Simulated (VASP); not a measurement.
## Nb: single point with PBEsol-based global hybrid with 25 % exact exchange

Crystal: Nb.

```xyz
1
Lattice="0.0000 2.1150 2.1150 2.1150 0.0000 2.1150 2.1150 2.1150 0.0000" Properties=species:S:1:pos:R:3 pbc="T T T"
Nb    0.0000    0.0000    0.0000
```

This isn't the form of Nb at room conditions, which is bcc.

```json
{
  "Program": "VASP 6.6.1",
  "Task": "single point",
  "Functional": "PBEsol-based global hybrid with 25 % exact exchange",
  "Potentials or basis": "VASP PAW PBE potentials, release 64 (Nb_sv)",
  "Cutoff": "400 eV",
  "k mesh": "6 × 6 × 6",
  "Occupations": "fermi-dirac, width 0.05 eV",
  "Spin": "no spin polarisation",
  "Dipole correction": "no",
  "Grid for exact exchange (PRECFOCK)": "Normal",
  "Share of exact exchange": "0.25",
  "Further INCAR settings": "ALGO = Normal; EDIFF = 1e-06; NBANDS = 12"
}
```

```
Pressure               : -9.7 GPa
Band gap on the k mesh : zero (an odd number of electrons rules out a gap without spin polarisation)
```

Levels at points of the mesh, in eV from the Fermi level:
```
           k point  band 2  band 3  band 4  band 5  band 6  band 7  band 8  band 9  band 10  band 11
(0.00, 0.00, 0.00)  -33.17  -33.17  -33.17   -7.83    0.58    0.58    0.58    3.73     3.73    12.69
(0.50, 0.00, 0.00)  -34.49  -33.32  -33.32   -5.05    0.43    0.43    1.24    5.67     5.67    11.60
(0.50, 0.50, 0.00)  -34.39  -33.61  -33.61   -5.18   -4.46    3.98    5.80    6.23     6.23    12.25
```

Run time: 17 min on 1 thread of Intel Xeon 8259CL, on a shared host, peak memory 0.13 GiB.

Caveat: the k points lie up to 0.43 Å⁻¹ apart, too coarse for converged energies and pressures of a metal; the PAW data sets were made with another functional, which shifts forces and pressure a little.
